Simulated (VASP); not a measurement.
# TeAs (Fm-3m) in VASP: single point with LDA

Aim: the single point of TeAs with LDA.

Program: VASP 6.6.1. These are calculated values, not measurements. Logs are shortened: lines on timing, memory, paths and dates and some standing lists are left out, and cuts for length are marked.

### 1 The cell of the first run

It takes space group Fm-3m (No. 225, cubic). The conventional cell has a = 5.935 Å, b = 5.935 Å, c = 5.935 Å, α = 90.00°, β = 90.00°, γ = 90.00°. Within 3.9 Å of Te (site symmetry m-3m) lie 6 As at 2.97 Å. As (site symmetry m-3m) has 6 Te at 2.97 Å within 3.9 Å.

### 2 Single point, LDA

Input file INCAR:

```
SYSTEM = TeAs
PREC     = Accurate       ! precision mode
ENCUT    = 500            ! plane-wave cutoff, eV
EDIFF    = 1E-6           ! SCF threshold, eV
ISMEAR   = 0              ! smearing method
SIGMA    = 0.1            ! smearing width, eV
LREAL    = .False.        ! projectors in reciprocal space
LASPH    = .True.         ! aspherical terms in the spheres
NELM     = 120            ! most SCF steps
ALGO     = Normal         ! electronic algorithm
ISIF     = 2              ! what is computed and relaxed
LWAVE    = .False.        ! write WAVECAR
LCHARG   = .False.        ! write CHGCAR
NBANDS   = 12             ! bands
GGA_COMPAT= .False.
```

Input file KPOINTS:

```
regular mesh
0
Gamma
  6 6 6
  0 0 0
```

Input file POSCAR:

```
TeAs
1.0
    0.0000000000      2.9676670000      2.9676670000
    2.9676670000      0.0000000000      2.9676670000
    2.9676670000      2.9676670000      0.0000000000
Te As
1 1
Direct
    0.5000000000      0.5000000000      0.5000000000
    0.0000000000      0.0000000000      0.0000000000
```

Potentials or basis: VASP PAW LDA potentials, release 64 (Te, As).

Run with:

```console
$ cat potpaw_LDA.64/Te/POTCAR potpaw_LDA.64/As/POTCAR > POTCAR
$ mpirun -np 1 vasp_std > vasp.out
```

OUTCAR:

```text
SYSTEM = TeAs
   PREC = Accurate
   ENCUT = 500
   EDIFF = 1E-6
   ISMEAR = 0
   LREAL = .False.
   LASPH = .True.
   NELM = 120
   ISIF = 2

 ion  position               nearest neighbor table
   1  0.500  0.500  0.500-   2 2.97   2 2.97   2 2.97   2 2.97   2 2.97   2 2.97
   2  0.000  0.000  0.000-   1 2.97   1 2.97   1 2.97   1 2.97   1 2.97   1 2.97

  LATTYP: Found a face centered cubic cell.
 ALAT       =     5.9353340000

  Lattice vectors:

 A1 = (   0.0000000000,   2.9676670000,   2.9676670000)
 A2 = (   2.9676670000,   0.0000000000,   2.9676670000)
 A3 = (   2.9676670000,   2.9676670000,   0.0000000000)

Analysis of symmetry for initial positions (statically):
=====================================================================
 Subroutine PRICEL returns:
 Original cell was already a primitive cell.

 Routine SETGRP: Setting up the symmetry group for a
 face centered cubic supercell.

 Subroutine GETGRP returns: Found 48 space group operations
 (whereof 48 operations were pure point group operations)
 out of a pool of 48 trial point group operations.

The static configuration has the point symmetry O_h .

Analysis of symmetry for dynamics (positions and initial velocities):
=====================================================================
 Subroutine PRICEL returns:
 Original cell was already a primitive cell.

 Routine SETGRP: Setting up the symmetry group for a
 face centered cubic supercell.

 Subroutine GETGRP returns: Found 48 space group operations
 (whereof 48 operations were pure point group operations)
 out of a pool of 48 trial point group operations.

The dynamic configuration has the point symmetry O_h .

 Subroutine INISYM returns: Found 48 space group operations
 (whereof 48 operations are pure point group operations),
 and found     1 'primitive' translations

----------------------------------------------------------------------------------------

                                     Primitive cell

  volume of cell :      52.2728

  direct lattice vectors                    reciprocal lattice vectors
     0.000000000  2.967667000  2.967667000    -0.168482515  0.168482515  0.168482515
     2.967667000  0.000000000  2.967667000     0.168482515 -0.168482515  0.168482515
     2.967667000  2.967667000  0.000000000     0.168482515  0.168482515 -0.168482515

  length of vectors
     4.196914920  4.196914920  4.196914920     0.291820276  0.291820276  0.291820276

  position of ions in fractional coordinates (direct lattice)
     0.500000000  0.500000000  0.500000000
     0.000000000  0.000000000  0.000000000

  ion indices of the primitive-cell ions
   primitive index   ion index
                 1           1
                 2           2

----------------------------------------------------------------------------------------

 KPOINTS: regular mesh

Automatic generation of k-mesh.
 Grid dimensions read from file:
 generate k-points for:    6    6    6

 Generating k-lattice:

  Cartesian coordinates                     Fractional coordinates (reciprocal lattice)
    -0.028080419  0.028080419  0.028080419     0.166666667  0.000000000  0.000000000
     0.028080419 -0.028080419  0.028080419     0.000000000  0.166666667  0.000000000
     0.028080419  0.028080419 -0.028080419     0.000000000  0.000000000  0.166666667

  Length of vectors
     0.048636713  0.048636713  0.048636713

  Shift w.r.t. Gamma in fractional coordinates (k-lattice)
     0.000000000  0.000000000  0.000000000

 Subroutine IBZKPT returns following result:
 ===========================================

 Found     16 irreducible k-points:

 Following reciprocal coordinates:
            Coordinates               Weight
  0.000000  0.000000  0.000000      1.000000
  0.166667  0.000000  0.000000      8.000000
  0.333333  0.000000  0.000000      8.000000
  0.500000  0.000000  0.000000      4.000000
  0.166667  0.166667  0.000000      6.000000
  0.333333  0.166667  0.000000     24.000000
[... 8 lines left out ...]
 -0.333333  0.333333  0.166667     24.000000
 -0.333333  0.500000  0.166667     12.000000
   k-points           NKPTS =     16   k-points in BZ     NKDIM =     16   number of bands    NBANDS=     12
   number of dos      NEDOS =    301   number of ions     NIONS =      2
   total plane-waves  NPLWV =  32768
   dimension x,y,z NGX =    32 NGY =   32 NGZ =   32
   dimension x,y,z NGXF=    64 NGYF=   64 NGZF=   64
   ions per type =               1   1
   NGX,Y,Z   is equivalent  to a cutoff of  12.68, 12.68, 12.68 a.u.
   NGXF,Y,Z  is equivalent  to a cutoff of  25.35, 25.35, 25.35 a.u.
 SYSTEM =  TeAs
   PREC   = accura    normal or accurate (medium, high low for compatibility)
   ISTART =      0    job   : 0-new  1-cont  2-samecut
   ICHARG =      2    charge: 1-file 2-atom 10-const
   ISPIN  =      1    spin polarized calculation?
   LNONCOLLINEAR =      F non collinear calculations
   LSORBIT =      F    spin-orbit coupling
   LASPH  =      T    aspherical Exc in radial PAW
   ENCUT  =  500.0 eV  36.75 Ry    6.06 a.u.   7.65  7.65  7.65*2*pi/ulx,y,z
   NELM   =    120;   NELMIN=  2; NELMDL= -5     # of ELM steps
   EDIFF  = 0.1E-05   stopping-criterion for ELM
   LREAL  =      F    real-space projection
   EDIFFG = 0.1E-04   stopping-criterion for IOM
   NSW    =      0    number of steps for IOM
   IBRION =     -1    ionic relax: 0-MD 1-quasi-New 2-CG
   NFREE  =      0    steps in history (QN), initial steepest desc. (CG)
   ISIF   =      2    stress and relaxation
   ISYM   =      2    0-nonsym 1-usesym 2-fastsym
   POTIM  = 0.5000    time-step for ionic-motion
   TEBEG  =    0.0;   TEEND  =   0.0 temperature during run
   PSTRESS=    0.0 pullay stress
   NELECT =      11.0000    total number of electrons
   NUPDOWN=      -1.0000    fix difference up-down
   EMIN   =  10.00;   EMAX   =-10.00  energy-range for DOS
   EFERMI =   0.00;   METHOD = LEGACY
   ISMEAR =     0;   SIGMA  =   0.10  broadening in eV -4-tet -1-fermi 0-gaus
   EFERMI_NEDOS =   21; number of points for ismear=-14 and -15
   IALGO  =     38    algorithm
   IMIX   =      4    mixing-type and parameters
     AMIX     =   0.40;   BMIX     =  1.00
     AMIX_MAG =   1.60;   BMIX_MAG =  1.00
  volume/ion in A,a.u.               =      26.14       176.38
  Fermi-wavevector in a.u.,A,eV,Ry     =   0.973749  1.840120 12.900881  0.948188
  Thomas-Fermi vector in A             =   2.104154
   LORBIT       =      0    0 simple, 1 ext, 2 COOP (PROOUT), +10 PAW based schemes
   GGA     = CA    functional components
   LHFCALC =     F    Hartree Fock is set to
   AEXX    =    0.0000 exact exchange contribution
   IVDW    =     0    specifies the selected vdW correction
   LEPSILON=     F    determine dielectric tensor
   LRPA    =     F    only Hartree local field effects (RPA)
 non-spin polarized calculation
 Gauss-broadening in eV      SIGMA  =   0.10
  energy-cutoff  :      500.00
  volume of cell :       52.27
 maximum number of plane-waves:      1363
 NGX is ok and might be reduce to    32
   NGX = 15   NGY = 15   NGZ = 15

 number of electron      11.0000000 magnetization

 Free energy of the ion-electron system (eV)
  ---------------------------------------------------
  ext. energy  EPLUGINS =         0.00000000
  ---------------------------------------------------
  free energy    TOTEN  =        -9.04601134 eV

  energy without entropy =       -9.04323099  energy(sigma->0) =       -9.04462116

 E-fermi :   6.2518     XC(G=0):  -9.9666

 val. band max:        6.0812270190   @ k =   0.3333   0.0000   0.0000
 cond. band min:       6.3475069873   @ k =  -0.3333   0.1667   0.0000
 fundamental gap:      0.2662799683
 Fermi energy:         6.2518373449

 k-point     1 :       0.0000    0.0000    0.0000
  band No.  band energies     occupation
      1      -7.8995      2.00000
      2      -0.7998      2.00000
      3       3.7565      2.00000
      4       3.7565      2.00000
      5       3.7565      2.00000
      6       8.6006      0.00000
      7       8.6006      0.00000
      8       8.6006      0.00000
      9      11.2868      0.00000
     10      11.2868      0.00000
     11      11.2868      0.00000
     12      13.3341      0.00000

 k-point     2 :       0.1667    0.0000    0.0000
  band No.  band energies     occupation
      1      -7.5986      2.00000
      2      -1.6883      2.00000
      3       3.8293      2.00000
      4       3.8293      2.00000
      5       4.1226      2.00000
      6       7.5981      0.00000
      7       7.5981      0.00000
      8       7.7543      0.00000
      9      11.2631      0.00000
     10      11.8878      0.00000
     11      11.8878      0.00000
     12      14.8787      0.00000

 k-point     3 :       0.3333    0.0000    0.0000
  band No.  band energies     occupation
      1      -6.7180      2.00000
      2      -3.4656      2.00000
      3       4.1324      2.00000
      4       4.1324      2.00000
      5       4.6319      2.00000
      6       6.0812      1.98417
      7       6.0812      1.98417
      8       6.4540      0.00425
      9      12.4305      0.00000
     10      13.5838      0.00000
     11      13.5838      0.00000
     12      17.0250      0.00000

 k-point     4 :       0.5000    0.0000    0.0000
  band No.  band energies     occupation
      1      -5.5582      2.00000
      2      -4.9962      2.00000
      3       4.6369      2.00000
      4       4.6369      2.00000
      5       4.9864      2.00000
      6       5.1095      2.00000
      7       5.1095      2.00000
      8       5.7359      2.00000
      9      14.6049      0.00000
     10      15.0479      0.00000
     11      16.1374      0.00000
     12      16.1572      0.00000

 k-point     5 :       0.1667    0.1667    0.0000
  band No.  band energies     occupation
      1      -7.5041      2.00000
      2      -1.7370      2.00000
      3       3.1649      2.00000
      4       3.1649      2.00000
      5       5.2495      2.00000
      6       5.7966      2.00000
      7       8.9459      0.00000
      8       8.9459      0.00000
      9      10.1029      0.00000
     10      12.7388      0.00000
     11      12.7388      0.00000
     12      13.6904      0.00000
[... 108 lines left out ...]
      1      -5.6552      2.00000
      2      -3.2395      2.00000
      3      -0.1034      2.00000
      4       1.9192      2.00000
      5       1.9192      2.00000
      6       8.4889      0.00000
      7      10.3136      0.00000
      8      10.3136      0.00000
      9      11.9200      0.00000
     10      15.4769      0.00000
     11      17.3918      0.00000
     12      17.5541      0.00000

 k-point    14 :       0.5000    0.3333    0.1667
  band No.  band energies     occupation
      1      -6.0697      2.00000
      2      -3.6944      2.00000
      3       1.6079      2.00000
      4       2.0332      2.00000
      5       4.0477      2.00000
      6       6.7618      0.00000
      7       8.7076      0.00000
      8      10.1007      0.00000
      9      10.4575      0.00000
     10      14.8251      0.00000
     11      15.2744      0.00000
     12      15.7535      0.00000

 k-point    15 :      -0.3333    0.3333    0.1667
  band No.  band energies     occupation
      1      -5.1906      2.00000
      2      -4.5932      2.00000
      3       1.2996      2.00000
      4       1.3051      2.00000
      5       5.0617      2.00000
      6       5.5952      2.00000
      7       9.8270      0.00000
      8       9.9725      0.00000
      9      12.1485      0.00000
     10      12.2100      0.00000
     11      16.9258      0.00000
     12      17.2019      0.00000

 k-point    16 :      -0.3333    0.5000    0.1667
  band No.  band energies     occupation
      1      -5.2946      2.00000
      2      -4.0525      2.00000
      3       0.2756      2.00000
      4       1.2396      2.00000
      5       3.6958      2.00000
      6       7.4252      0.00000
      7      10.0357      0.00000
      8      10.6611      0.00000
      9      11.4267      0.00000
     10      13.6340      0.00000
     11      16.5875      0.00000
     12      17.9784      0.00000

------------------------ aborting loop because EDIFF is reached ----------------------------------------

  FORCE on cell =-STRESS in cart. coord.  units (eV):
  Direction    XX          YY          ZZ          XY          YZ          ZX
  --------------------------------------------------------------------------------------
  -------------------------------------------------------------------------------------
  Total       -1.5157558     -1.5157558     -1.5157558      0.0000000      0.0000000     -0.0000000
  in kB      -46.4584085    -46.4584085    -46.4584085      0.0000000      0.0000000     -0.0000000
  external PRESSURE =     -46.4584085 kB  Pullay stress =       0.0000000 kB

 VOLUME and BASIS-vectors are now :
 -----------------------------------------------------------------------------
  energy-cutoff  :      500.00
  volume of cell :       52.27
      direct lattice vectors                 reciprocal lattice vectors
     0.000000000  2.967667000  2.967667000    -0.168482515  0.168482515  0.168482515
     2.967667000  0.000000000  2.967667000     0.168482515 -0.168482515  0.168482515
     2.967667000  2.967667000  0.000000000     0.168482515  0.168482515 -0.168482515

 POSITION                                       TOTAL-FORCE (eV/Angst)
 -----------------------------------------------------------------------------------
      2.96767      2.96767      2.96767        -0.000000      0.000000      0.000000
      0.00000      0.00000      0.00000         0.000000     -0.000000     -0.000000
 -----------------------------------------------------------------------------------
    total drift:                                0.000000     -0.000000     -0.000000

  FREE ENERGIE OF THE ION-ELECTRON SYSTEM (eV)
  ---------------------------------------------------
  free  energy   TOTEN  =        -9.0460113357 eV

  energy  without entropy=       -9.0432309915  energy(sigma->0) =       -9.04462116
```

Run time: 6.3 s. Hardware: 1 thread of Intel Xeon 6975P-C, shared host; peak memory 0.15 GiB.

Results:

```yaml
Free_energy: -9.0460 eV
Pressure: -4.6 GPa
```

Caveat: spin-orbit coupling is left out, which moves the levels of the heavy elements.
